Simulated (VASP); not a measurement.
# LaCu2 in VASP: single point with r2SCAN

Aim: the single point of LaCu2 with r2SCAN.

All numbers are computed with VASP 6.6.1; they aren't measurements. Logs are shortened: lines on timing, memory, paths and dates and some standing lists are left out, and cuts for length are marked.

## Step 1: The cell of the first run

The cell holds a disordered packing, 6 atoms: a = 4.780 Å, b = 6.010 Å, c = 4.985 Å, α = 74.07°, β = 105.71°, γ = 78.18°.

## Step 2: Single point, r2SCAN

File POSCAR:

```
LaCu2
1.0
    4.5826430000      0.7701510000     -1.1197130000
    0.5570990000      5.8871520000      1.0740050000
   -0.2864860000      0.5210780000      4.9499070000
Cu La
4 2
Direct
    0.4097710000      0.6522300000      0.2355050000
    0.4540090000      0.9755950000      0.4423660000
    0.6325620000      0.9624360000      0.0344840000
    0.2684360000      0.5841030000      0.6795410000
    0.9961010000      0.0959790000      0.6885790000
    0.8952280000      0.4863010000      0.0339340000
```

File INCAR.step1:

```
SYSTEM = LaCu2
  ALGO = Normal
  EDIFF = 1E-5
  ENCUT = 580
  GGA = PE
  GGA_COMPAT = .FALSE.
  ISMEAR = -1
  LASPH = .TRUE.
  LCHARG = .FALSE.
  LMAXMIX = 6
  LREAL = .FALSE.
  LWAVE = .TRUE.
  NBANDS = 42
  NELM = 200
  PREC = Accurate
  SIGMA = 0.05
```

File INCAR.step2:

```
SYSTEM = LaCu2
  ALGO = Normal
  EDIFF = 1E-6
  ENCUT = 580
  GGA_COMPAT = .FALSE.
  ISIF = 2
  ISMEAR = -1
  ISTART = 1
  LASPH = .TRUE.
  LCHARG = .FALSE.
  LMAXMIX = 6
  LMIXTAU = .TRUE.
  LREAL = .FALSE.
  LWAVE = .FALSE.
  METAGGA = R2SCAN
  NBANDS = 42
  NELM = 200
  PREC = Accurate
  SIGMA = 0.05
```

File KPOINTS:

```
k-points
0
G
  4 4 4
  0 0 0
```

Potentials or basis: VASP PAW PBE potentials, release 64 (Cu, La).

Launch:

```bash
> cat potpaw_PBE.64/Cu/POTCAR potpaw_PBE.64/La/POTCAR > POTCAR
> cp INCAR.step1 INCAR
> mpirun -np 1 vasp_std > vasp.out
> cp INCAR.step2 INCAR
> mpirun -np 1 vasp_std > vasp.out
```

OUTCAR:

```text
SYSTEM = LaCu2
   EDIFF = 1E-6
   ENCUT = 580
   ISIF = 2
   ISMEAR = -1
   ISTART = 1
   LASPH = .TRUE.
   LREAL = .FALSE.
   METAGGA = R2SCAN
   NELM = 200
   PREC = Accurate

 ion  position               nearest neighbor table
   1  0.410  0.652  0.236-   4 2.44   3 2.45   2 2.46   6 2.87   6 2.88   5 3.06
   2  0.454  0.976  0.442-   3 2.42   1 2.46   4 2.76   5 2.85   5 2.88
   3  0.633  0.962  0.034-   2 2.42   1 2.45   5 2.84   5 2.88   6 2.88
   4  0.268  0.584  0.680-   1 2.44   2 2.76   6 2.87   6 2.88   5 3.10
   5  0.996  0.096  0.689-   3 2.84   2 2.85   3 2.88   2 2.88   1 3.06   4 3.10   6 3.30   6 3.30

   6  0.895  0.486  0.034-   4 2.87   1 2.87   1 2.88   4 2.88   3 2.88   5 3.30   5 3.30

  LATTYP: Found a triclinic cell.
 ALAT       =     6.8703058442
 B/A-ratio  =     0.9511215892
 C/A-ratio  =     1.1331795483
 COS(alpha) =     0.0065302984
 COS(beta)  =     0.5915685921
 COS(gamma) =     0.7244351741

  Lattice vectors:

 A1 = (  -4.0255440000,   5.1170010000,   2.1937180000)
 A2 = (  -3.7390580000,   4.5959230000,  -2.7561890000)
 A3 = (  -4.8691290000,  -0.2490730000,   6.0696200000)

Analysis of symmetry for initial positions (statically):
=====================================================================
 Subroutine PRICEL returns:
 Original cell was already a primitive cell.

 Routine SETGRP: Setting up the symmetry group for a
 triclinic supercell.

 Subroutine GETGRP returns: Found  1 space group operations
 (whereof  1 operations were pure point group operations)
 out of a pool of  2 trial point group operations.

The static configuration has the point symmetry C_1 .

Analysis of symmetry for dynamics (positions and initial velocities):
=====================================================================
 Subroutine PRICEL returns:
 Original cell was already a primitive cell.

 Routine SETGRP: Setting up the symmetry group for a
 triclinic supercell.

 Subroutine GETGRP returns: Found  1 space group operations
 (whereof  1 operations were pure point group operations)
 out of a pool of  2 trial point group operations.

The dynamic configuration has the point symmetry C_1 .

 Subroutine INISYM returns: Found  1 space group operations
 (whereof  1 operations are pure point group operations),
 and found     1 'primitive' translations

----------------------------------------------------------------------------------------

                                     Primitive cell

  volume of cell :     126.4032

  direct lattice vectors                    reciprocal lattice vectors
     4.582643000  0.770151000 -1.119713000     0.226111406 -0.024249977  0.015639462
     0.557099000  5.887152000  1.074005000    -0.034774691  0.176916940 -0.020636749
    -0.286486000  0.521078000  4.949907000     0.058693643 -0.043872075  0.210039437

  length of vectors
     4.779906550  6.010191736  4.985496547     0.227945217  0.181479360  0.222455092

  position of ions in fractional coordinates (direct lattice)
     0.409771000  0.652230000  0.235505000
     0.454009000  0.975595000  0.442366000
     0.632562000  0.962436000  0.034484000
     0.268436000  0.584103000  0.679541000
     0.996101000  0.095979000  0.688579000
     0.895228000  0.486301000  0.033934000

  ion indices of the primitive-cell ions
   primitive index   ion index
                 1           1
                 2           2
                 3           3
                 4           4
                 5           5
                 6           6

----------------------------------------------------------------------------------------

 KPOINTS: k-points

Automatic generation of k-mesh.
 Grid dimensions read from file:
 generate k-points for:    4    4    4

 Generating k-lattice:

  Cartesian coordinates                     Fractional coordinates (reciprocal lattice)
     0.056527852 -0.006062494  0.003909865     0.250000000 -0.000000000  0.000000000
    -0.008693673  0.044229235 -0.005159187     0.000000000  0.250000000  0.000000000
     0.014673411 -0.010968019  0.052509859     0.000000000  0.000000000  0.250000000

  Length of vectors
     0.056986304  0.045369840  0.055613773

  Shift w.r.t. Gamma in fractional coordinates (k-lattice)
     0.000000000  0.000000000  0.000000000

 Subroutine IBZKPT returns following result:
 ===========================================

 Found     36 irreducible k-points:

 Following reciprocal coordinates:
            Coordinates               Weight
  0.000000  0.000000  0.000000      1.000000
  0.250000 -0.000000  0.000000      2.000000
  0.500000 -0.000000  0.000000      1.000000
  0.000000  0.250000 -0.000000      2.000000
  0.250000  0.250000  0.000000      2.000000
  0.500000  0.250000  0.000000      2.000000
[... 16 lines left out ...]
 -0.000000 -0.250000  0.250000      2.000000
  0.250000 -0.250000  0.250000      2.000000
 [... further k-points ...]
   k-points           NKPTS =     36   k-points in BZ     NKDIM =     36   number of bands    NBANDS=     42
   number of dos      NEDOS =    301   number of ions     NIONS =      6
   total plane-waves  NPLWV =  76800
   dimension x,y,z NGX =    40 NGY =   48 NGZ =   40
   dimension x,y,z NGXF=    80 NGYF=   96 NGZF=   80
   ions per type =               4   2
   NGX,Y,Z   is equivalent  to a cutoff of  13.91, 13.28, 13.34 a.u.
   NGXF,Y,Z  is equivalent  to a cutoff of  27.82, 26.55, 26.68 a.u.
 SYSTEM =  LaCu2
   PREC   = accura    normal or accurate (medium, high low for compatibility)
   ISTART =      1    job   : 0-new  1-cont  2-samecut
   ICHARG =      0    charge: 1-file 2-atom 10-const
   ISPIN  =      1    spin polarized calculation?
   LNONCOLLINEAR =      F non collinear calculations
   LSORBIT =      F    spin-orbit coupling
   LASPH  =      T    aspherical Exc in radial PAW
   ENCUT  =  580.0 eV  42.63 Ry    6.53 a.u.   9.39 11.80  9.79*2*pi/ulx,y,z
   NELM   =    200;   NELMIN=  2; NELMDL=  0     # of ELM steps
   EDIFF  = 0.1E-05   stopping-criterion for ELM
   LREAL  =      F    real-space projection
   EDIFFG = 0.1E-04   stopping-criterion for IOM
   NSW    =      0    number of steps for IOM
   IBRION =     -1    ionic relax: 0-MD 1-quasi-New 2-CG
   NFREE  =      0    steps in history (QN), initial steepest desc. (CG)
   ISIF   =      2    stress and relaxation
   ISYM   =      2    0-nonsym 1-usesym 2-fastsym
   POTIM  = 0.5000    time-step for ionic-motion
   TEBEG  =    0.0;   TEEND  =   0.0 temperature during run
   PSTRESS=    0.0 pullay stress
   NELECT =      66.0000    total number of electrons
   NUPDOWN=      -1.0000    fix difference up-down
   EMIN   =  10.00;   EMAX   =-10.00  energy-range for DOS
   EFERMI =   0.00;   METHOD = LEGACY
   ISMEAR =    -1;   SIGMA  =   0.05  broadening in eV -4-tet -1-fermi 0-gaus
   EFERMI_NEDOS =   21; number of points for ismear=-14 and -15
   IALGO  =     38    algorithm
   IMIX   =      4    mixing-type and parameters
     AMIX     =   0.40;   BMIX     =  1.00
     AMIX_MAG =   1.60;   BMIX_MAG =  1.00
  volume/ion in A,a.u.               =      21.07       142.17
  Fermi-wavevector in a.u.,A,eV,Ry     =   1.318267  2.491164 23.644587  1.737828
  Thomas-Fermi vector in A             =   2.448249
   LORBIT       =      0    0 simple, 1 ext, 2 COOP (PROOUT), +10 PAW based schemes
   METAGGA = R2SCAN    functional components
   LHFCALC =     F    Hartree Fock is set to
   AEXX    =    0.0000 exact exchange contribution
   IVDW    =     0    specifies the selected vdW correction
   LEPSILON=     F    determine dielectric tensor
   LRPA    =     F    only Hartree local field effects (RPA)
 non-spin polarized calculation
  energy-cutoff  :      580.00
  volume of cell :      126.40
 maximum number of plane-waves:      4028
 NGX is ok and might be reduce to    40
   NGX = 19   NGY = 23   NGZ = 19

 number of electron      65.9999998 magnetization

 Free energy of the ion-electron system (eV)
  ---------------------------------------------------
  ext. energy  EPLUGINS =         0.00000000
  ---------------------------------------------------
  free energy    TOTEN  =      -101.72006215 eV

  energy without entropy =     -101.69336482  energy(sigma->0) =     -101.70671349

 E-fermi :   7.2412     XC(G=0): -11.3226

 val. band max:        7.2359042785   @ k =  -0.2500   0.2500   0.2500
 cond. band min:       7.2531176283   @ k =   0.0000   0.0000   0.0000
 fundamental gap:      0.0172133498
 Fermi energy:         7.2412398256

 k-point     1 :       0.0000    0.0000    0.0000
  band No.  band energies     occupation
      1     -26.8156      2.00000
      2     -26.5080      2.00000
      3     -10.6576      2.00000
      4     -10.5977      2.00000
      5     -10.0840      2.00000
      6      -9.8548      2.00000
[... 34 lines left out ...]
     41       9.3628      0.00000
     42       9.5043      0.00000

 k-point     2 :       0.2500   -0.0000    0.0000
  band No.  band energies     occupation
      1     -26.8108      2.00000
      2     -26.5081      2.00000
      3     -10.6610      2.00000
      4     -10.5839      2.00000
      5     -10.1881      2.00000
      6      -9.8643      2.00000
[... 34 lines left out ...]
     41       9.3160      0.00000
     42       9.5614      0.00000

 k-point     3 :       0.5000   -0.0000    0.0000
  band No.  band energies     occupation
      1     -26.8060      2.00000
      2     -26.5083      2.00000
      3     -10.6658      2.00000
      4     -10.5684      2.00000
      5     -10.2901      2.00000
      6      -9.8703      2.00000
[... 34 lines left out ...]
     41       9.4830      0.00000
     42       9.6119      0.00000

 k-point     4 :       0.0000    0.2500   -0.0000
  band No.  band energies     occupation
      1     -26.7994      2.00000
      2     -26.5253      2.00000
      3     -10.6584      2.00000
      4     -10.4940      2.00000
      5     -10.0956      2.00000
      6      -9.8512      2.00000
[... 844 lines left out ...]
     41       9.4567      0.00000
     42       9.6415      0.00000

 k-point    23 :      -0.0000   -0.2500    0.2500
  band No.  band energies     occupation
      1     -26.7469      2.00000
      2     -26.5780      2.00000
      3     -10.7539      2.00000
      4     -10.4323      2.00000
      5     -10.0825      2.00000
      6      -9.8732      2.00000
[... 34 lines left out ...]
     41       9.2976      0.00000
     42       9.4606      0.00000

 k-point    24 :       0.2500   -0.2500    0.2500
  band No.  band energies     occupation
      1     -26.7434      2.00000
      2     -26.5768      2.00000
      3     -10.7428      2.00000
      4     -10.4274      2.00000
      5     -10.1598      2.00000
      6      -9.9365      2.00000
[... 34 lines left out ...]
     41       9.3524      0.00000
     42       9.4686      0.00000

 [... further k-points ...]

------------------------ aborting loop because EDIFF is reached ----------------------------------------

  FORCE on cell =-STRESS in cart. coord.  units (eV):
  Direction    XX          YY          ZZ          XY          YZ          ZX
  --------------------------------------------------------------------------------------
  -------------------------------------------------------------------------------------
  Total        0.5248181     -0.1027988     -1.3902608      0.5013903     -1.2303248     -3.2006276
  in kB        6.6521368     -1.3029877    -17.6217344      6.3551871    -15.5945244    -40.5683658
  external PRESSURE =      -4.0908618 kB  Pullay stress =       0.0000000 kB

 VOLUME and BASIS-vectors are now :
 -----------------------------------------------------------------------------
  energy-cutoff  :      580.00
  volume of cell :      126.40
      direct lattice vectors                 reciprocal lattice vectors
     4.582643000  0.770151000 -1.119713000     0.226111406 -0.024249977  0.015639462
     0.557099000  5.887152000  1.074005000    -0.034774691  0.176916940 -0.020636749
    -0.286486000  0.521078000  4.949907000     0.058693643 -0.043872075  0.210039437

 POSITION                                       TOTAL-FORCE (eV/Angst)
 -----------------------------------------------------------------------------------
      2.17372      4.27808      1.40740         0.008414     -0.034003      0.292878
      2.49733      6.32364      2.72910        -0.115526     -0.408233      0.000934
      3.42510      6.17114      0.49607         0.189120      0.515240      0.220265
      1.36087      3.99953      3.69042        -0.124492      0.074383     -0.324566
      4.42098      1.69099      2.39614        -0.025699      0.076435     -0.467202
      4.36371      3.57007     -0.31214         0.068183     -0.223822      0.277691
 -----------------------------------------------------------------------------------
    total drift:                                0.001000      0.004386     -0.000402

  FREE ENERGIE OF THE ION-ELECTRON SYSTEM (eV)
  ---------------------------------------------------
  free  energy   TOTEN  =      -101.7200621530 eV

  energy  without entropy=     -101.6933648225  energy(sigma->0) =     -101.70671349
```

It took 29 min on 1 thread of Intel Xeon Platinum 8488C (Sapphire Rapids), shared host; peak memory 0.41 GiB.

Results:

| Item | Value |
| --- | --- |
| Free energy | -101.7201 eV |
| Pressure | -0.4 GPa |
| Largest force | 0.591 eV/Å |
| Band gap on the k mesh | zero (bands 33 and 34 overlap by 0.61 eV) |

Forces on the atoms (eV/Å):
```
Cu   0.008 -0.034  0.293
Cu  -0.116 -0.408  0.001
Cu   0.189  0.515  0.220
Cu  -0.124  0.074 -0.325
La  -0.026  0.076 -0.467
La   0.068 -0.224  0.278
```

Levels at points of the mesh, in eV from the Fermi level:
```
           k point  band 31  band 32  band 33  band 34  band 35  band 36
(0.00, 0.00, 0.00)    -1.03    -0.59    -0.03     0.01     0.35     1.05
(0.50, 0.00, 0.00)    -1.56    -0.87    -0.18     0.14     0.71     1.50
(0.00, 0.50, 0.00)    -1.46    -0.23    -0.07     0.10     0.39     1.00
(0.50, 0.50, 0.00)    -1.31    -0.55    -0.18     0.31     0.42     1.16
(0.00, 0.00, 0.50)    -1.79    -0.51     0.15     0.36     0.53     0.68
(0.50, 0.00, 0.50)    -1.46    -0.94    -0.31     0.47     1.07     1.26
(0.00, 0.50, 0.50)    -1.94    -1.07     0.13     0.52     0.82     1.04
(0.50, 0.50, 0.50)    -1.56    -1.08    -0.66     0.02     1.14     1.49
```

Caveat: the PAW data sets were made with another functional, which shifts forces and pressure a little; spin-orbit coupling is left out, which moves the levels of the heavy elements.
